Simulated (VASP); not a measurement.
# Co (P6_3/mmc) in VASP: notebook

Runs on Co. Level: LDA. Tasks: single point.

All numbers are computed with VASP 6.6.1; they aren't measurements. Logs are shortened: lines on timing, memory, paths and dates and some standing lists are left out, and cuts for length are marked.

## Step 1: The cell of the first run

Symmetry: P6_3/mmc, No. 194, hexagonal system. Conventional cell: a = 2.429 Å, b = 2.429 Å, c = 3.918 Å, α = 90.00°, β = 90.00°, γ = 120.00°. Co (site symmetry -6m2) has 12 Co at 2.41 to 2.43 Å within 3.2 Å.

## Step 2: Single point, LDA

Contents of INCAR:

```
PREC = Accurate
ENCUT = 520
EDIFF = 1E-6
ISMEAR = 0
SIGMA = 0.05
LREAL = False
LASPH = True
NELM = 60
ALGO = Normal
ISIF = 2
LWAVE = False
LCHARG = False
GGA = CA
NBANDS = 16
```

Contents of KPOINTS:

```
regular mesh
0
Gamma
  20 20 12
```

Contents of POSCAR:

```
Co
1.0
    2.4294441922      0.0000000000      0.0000000000
   -1.2147220961      2.1039603875      0.0000000000
    0.0000000000      0.0000000000      3.9179299248
Co
2
Direct
    0.3333333333      0.6666666667      0.7500000000
    0.6666666667      0.3333333333      0.2500000000
```

Potentials or basis: VASP PAW LDA potentials, release 64 (Co).

Started as:

```console
cat potpaw_LDA.64/Co/POTCAR > POTCAR
mpirun -np 1 vasp_std > vasp.out
```

OUTCAR:

```text
PREC = Accurate
   ENCUT = 520
   EDIFF = 1E-6
   ISMEAR = 0
   LREAL = False
   LASPH = True
   NELM = 60
   ISIF = 2
   GGA = CA

 ion  position               nearest neighbor table
   1  0.333  0.667  0.750-   2 2.41   2 2.41   2 2.41   2 2.41   2 2.41   2 2.41
   2  0.667  0.333  0.250-   1 2.41   1 2.41   1 2.41   1 2.41   1 2.41   1 2.41

  LATTYP: Found a hexagonal cell.
 ALAT       =     2.4294441922
 C/A-ratio  =     1.6126857070

  Lattice vectors:

 A1 = (   2.4294441922,   0.0000000000,   0.0000000000)
 A2 = (  -1.2147220961,   2.1039603875,   0.0000000000)
 A3 = (   0.0000000000,   0.0000000000,   3.9179299248)

Analysis of symmetry for initial positions (statically):
=====================================================================
 Subroutine PRICEL returns:
 Original cell was already a primitive cell.

 Routine SETGRP: Setting up the symmetry group for a
 hexagonal supercell.

 Subroutine GETGRP returns: Found 24 space group operations
 (whereof 12 operations were pure point group operations)
 out of a pool of 24 trial point group operations.

The static configuration has the point symmetry D_3d.
 The point group associated with its full space group is D_6h.

Analysis of symmetry for dynamics (positions and initial velocities):
=====================================================================
 Subroutine PRICEL returns:
 Original cell was already a primitive cell.

 Routine SETGRP: Setting up the symmetry group for a
 hexagonal supercell.

 Subroutine GETGRP returns: Found 24 space group operations
 (whereof 12 operations were pure point group operations)
 out of a pool of 24 trial point group operations.

The dynamic configuration has the point symmetry D_3d.
 The point group associated with its full space group is D_6h.

 Subroutine INISYM returns: Found 24 space group operations
 (whereof 12 operations are pure point group operations),
 and found     1 'primitive' translations

----------------------------------------------------------------------------------------

                                     Primitive cell

  volume of cell :      20.0263

  direct lattice vectors                    reciprocal lattice vectors
     2.429444192  0.000000000  0.000000000     0.411616782  0.237647060  0.000000000
    -1.214722096  2.103960387  0.000000000     0.000000000  0.475294120  0.000000000
     0.000000000  0.000000000  3.917929925     0.000000000  0.000000000  0.255236826

  length of vectors
     2.429444192  2.429444192  3.917929925     0.475294120  0.475294120  0.255236826

  position of ions in fractional coordinates (direct lattice)
     0.333333333  0.666666667  0.750000000
     0.666666667  0.333333333  0.250000000

  ion indices of the primitive-cell ions
   primitive index   ion index
                 1           1
                 2           2

----------------------------------------------------------------------------------------

 KPOINTS: regular mesh

Automatic generation of k-mesh.
 Grid dimensions read from file:
 generate k-points for:   20   20   12

 Generating k-lattice:

  Cartesian coordinates                     Fractional coordinates (reciprocal lattice)
     0.020580839  0.011882353  0.000000000     0.050000000  0.000000000  0.000000000
     0.000000000  0.023764706  0.000000000     0.000000000  0.050000000  0.000000000
     0.000000000  0.000000000  0.021269736     0.000000000  0.000000000  0.083333333

  Length of vectors
     0.023764706  0.023764706  0.021269736

  Shift w.r.t. Gamma in fractional coordinates (k-lattice)
     0.000000000  0.000000000  0.000000000

 Subroutine IBZKPT returns following result:
 ===========================================

 Found    308 irreducible k-points:

 Following reciprocal coordinates:
            Coordinates               Weight
  0.000000  0.000000  0.000000      1.000000
  0.050000  0.000000  0.000000      6.000000
  0.100000  0.000000  0.000000      6.000000
  0.150000 -0.000000  0.000000      6.000000
  0.200000  0.000000  0.000000      6.000000
  0.250000 -0.000000  0.000000      6.000000
[... 16 lines left out ...]
  0.200000  0.100000  0.000000     12.000000
  0.250000  0.100000  0.000000     12.000000
 [... further k-points ...]
   k-points           NKPTS =    308   k-points in BZ     NKDIM =    308   number of bands    NBANDS=     16
   number of dos      NEDOS =    301   number of ions     NIONS =      2
   total plane-waves  NPLWV =   9720
   dimension x,y,z NGX =    18 NGY =   18 NGZ =   30
   dimension x,y,z NGXF=    36 NGYF=   36 NGZF=   60
   ions per type =               2
   NGX,Y,Z   is equivalent  to a cutoff of  12.32, 12.32, 12.73 a.u.
   NGXF,Y,Z  is equivalent  to a cutoff of  24.63, 24.63, 25.46 a.u.
 SYSTEM =  unknown system
   PREC   = accura    normal or accurate (medium, high low for compatibility)
   ISTART =      0    job   : 0-new  1-cont  2-samecut
   ICHARG =      2    charge: 1-file 2-atom 10-const
   ISPIN  =      1    spin polarized calculation?
   LNONCOLLINEAR =      F non collinear calculations
   LSORBIT =      F    spin-orbit coupling
   LASPH  =      T    aspherical Exc in radial PAW
   ENCUT  =  520.0 eV  38.22 Ry    6.18 a.u.   4.52  4.52  7.28*2*pi/ulx,y,z
   NELM   =     60;   NELMIN=  2; NELMDL= -5     # of ELM steps
   EDIFF  = 0.1E-05   stopping-criterion for ELM
   LREAL  =      F    real-space projection
   EDIFFG = 0.1E-04   stopping-criterion for IOM
   NSW    =      0    number of steps for IOM
   IBRION =     -1    ionic relax: 0-MD 1-quasi-New 2-CG
   NFREE  =      0    steps in history (QN), initial steepest desc. (CG)
   ISIF   =      2    stress and relaxation
   ISYM   =      2    0-nonsym 1-usesym 2-fastsym
   POTIM  = 0.5000    time-step for ionic-motion
   TEBEG  =    0.0;   TEEND  =   0.0 temperature during run
   PSTRESS=    0.0 pullay stress
   NELECT =      18.0000    total number of electrons
   NUPDOWN=      -1.0000    fix difference up-down
   EMIN   =  10.00;   EMAX   =-10.00  energy-range for DOS
   EFERMI =   0.00;   METHOD = LEGACY
   ISMEAR =     0;   SIGMA  =   0.05  broadening in eV -4-tet -1-fermi 0-gaus
   EFERMI_NEDOS =   21; number of points for ismear=-14 and -15
   IALGO  =     38    algorithm
   IMIX   =      4    mixing-type and parameters
     AMIX     =   0.40;   BMIX     =  1.00
     AMIX_MAG =   1.60;   BMIX_MAG =  1.00
  volume/ion in A,a.u.               =      10.01        67.57
  Fermi-wavevector in a.u.,A,eV,Ry     =   1.579909  2.985594 33.961652  2.496111
  Thomas-Fermi vector in A             =   2.680216
   LORBIT       =      0    0 simple, 1 ext, 2 COOP (PROOUT), +10 PAW based schemes
   GGA     = CA    functional components
   LHFCALC =     F    Hartree Fock is set to
   AEXX    =    0.0000 exact exchange contribution
   IVDW    =     0    specifies the selected vdW correction
   LEPSILON=     F    determine dielectric tensor
   LRPA    =     F    only Hartree local field effects (RPA)
 non-spin polarized calculation
 Gauss-broadening in eV      SIGMA  =   0.05
  energy-cutoff  :      520.00
  volume of cell :       20.03
 maximum number of plane-waves:       557
   NGX =  9   NGY =  9   NGZ = 15

 number of electron      17.9999991 magnetization

 Free energy of the ion-electron system (eV)
  ---------------------------------------------------
  ext. energy  EPLUGINS =         0.00000000
  ---------------------------------------------------
  free energy    TOTEN  =       -16.04635242 eV

  energy without entropy =      -16.04022129  energy(sigma->0) =      -16.04328685

 E-fermi :  11.1351     XC(G=0): -14.2311

 val. band max:       11.1350825794   @ k =   0.1500  -0.0000   0.3333
 cond. band min:      11.1355020412   @ k =   0.3000   0.0500   0.5000
 fundamental gap:      0.0004194618
 Fermi energy:        11.1351399252

 k-point     1 :       0.0000    0.0000    0.0000
  band No.  band energies     occupation
      1       1.8017      2.00000
      2       6.0231      2.00000
      3       9.0938      2.00000
      4       9.1299      2.00000
      5       9.1299      2.00000
      6       9.5155      2.00000
[... 8 lines left out ...]
     15      37.1274      0.00000
     16      37.1815      0.00000

 k-point     2 :       0.0500    0.0000    0.0000
  band No.  band energies     occupation
      1       1.8953      2.00000
      2       6.0843      2.00000
      3       8.9556      2.00000
      4       9.1783      2.00000
      5       9.2518      2.00000
      6       9.4893      2.00000
[... 8 lines left out ...]
     15      35.4403      0.00000
     16      35.9945      0.00000

 k-point     3 :       0.1000    0.0000    0.0000
  band No.  band energies     occupation
      1       2.1727      2.00000
      2       6.2579      2.00000
      3       8.7703      2.00000
      4       9.3205      2.00000
      5       9.3586      2.00000
      6       9.4569      2.00000
[... 8 lines left out ...]
     15      34.4096      0.00000
     16      34.4146      0.00000

 k-point     4 :       0.1500   -0.0000    0.0000
  band No.  band energies     occupation
      1       2.6226      2.00000
      2       6.5116      2.00000
      3       8.5618      2.00000
      4       8.9042      2.00000
      5       9.2761      2.00000
      6       9.5480      2.00000
[... 8 lines left out ...]
     15      32.8879      0.00000
     16      33.8718      0.00000
[... 324 lines left out ...]
 k-point    22 :       0.1500    0.1000    0.0000
  band No.  band energies     occupation
      1       3.4774      2.00000
      2       6.9156      2.00000
      3       8.2182      2.00000
      4       8.2220      2.00000
      5       9.1781      2.00000
      6       9.2875      2.00000
[... 8 lines left out ...]
     15      28.5549      0.00000
     16      34.1935      0.00000

 k-point    23 :       0.2000    0.1000    0.0000
  band No.  band energies     occupation
      1       4.1822      2.00000
      2       7.1045      2.00000
      3       7.8200      2.00000
      4       8.0608      2.00000
      5       9.1361      2.00000
      6       9.1363      2.00000
[... 8 lines left out ...]
     15      27.5284      0.00000
     16      32.3322      0.00000

 k-point    24 :       0.2500    0.1000    0.0000
  band No.  band energies     occupation
      1       4.9407      2.00000
      2       7.1223      2.00000
      3       7.4829      2.00000
      4       8.0316      2.00000
      5       9.0137      2.00000
      6       9.1821      2.00000
[... 8 lines left out ...]
     15      26.6242      0.00000
     16      30.5079      0.00000

 [... further k-points ...]

------------------------ aborting loop because EDIFF is reached ----------------------------------------

  FORCE on cell =-STRESS in cart. coord.  units (eV):
  Direction    XX          YY          ZZ          XY          YZ          ZX
  --------------------------------------------------------------------------------------
  -------------------------------------------------------------------------------------
  Total       -1.5507528     -1.5507528     -1.5828273      0.0000000      0.0000000      0.0000000
  in kB     -124.0657778   -124.0657778   -126.6318533      0.0000000      0.0000000      0.0000000
  external PRESSURE =    -124.9211363 kB  Pullay stress =       0.0000000 kB

 VOLUME and BASIS-vectors are now :
 -----------------------------------------------------------------------------
  energy-cutoff  :      520.00
  volume of cell :       20.03
      direct lattice vectors                 reciprocal lattice vectors
     2.429444192  0.000000000  0.000000000     0.411616782  0.237647060  0.000000000
    -1.214722096  2.103960387  0.000000000     0.000000000  0.475294120  0.000000000
     0.000000000  0.000000000  3.917929925     0.000000000  0.000000000  0.255236826

 POSITION                                       TOTAL-FORCE (eV/Angst)
 -----------------------------------------------------------------------------------
     -0.00000      1.40264      2.93845         0.000000     -0.000000      0.000000
      1.21472      0.70132      0.97948        -0.000000      0.000000      0.000000
 -----------------------------------------------------------------------------------
    total drift:                               -0.000000      0.000000     -0.000000

  FREE ENERGIE OF THE ION-ELECTRON SYSTEM (eV)
  ---------------------------------------------------
  free  energy   TOTEN  =       -16.0463524220 eV

  energy  without entropy=      -16.0402212856  energy(sigma->0) =      -16.04328685
```

It took 38 s on 1 thread of Intel Xeon 6975P-C (Granite Rapids), shared host; peak memory 0.18 GiB.

What came out:

| Property | Result |
| --- | --- |
| Free energy | -16.0464 eV |
| Pressure | -12.5 GPa |
| Band gap on the k mesh | zero (bands 9 and 10 overlap by 1.63 eV) |

Caveat: the cell stands under tension; the run has no spin polarisation, though such a crystal can be magnetic. Spin polarisation is off, so any magnetic state and its effect on volume and gap are missing.

(Part 1 of 2 ends here.)
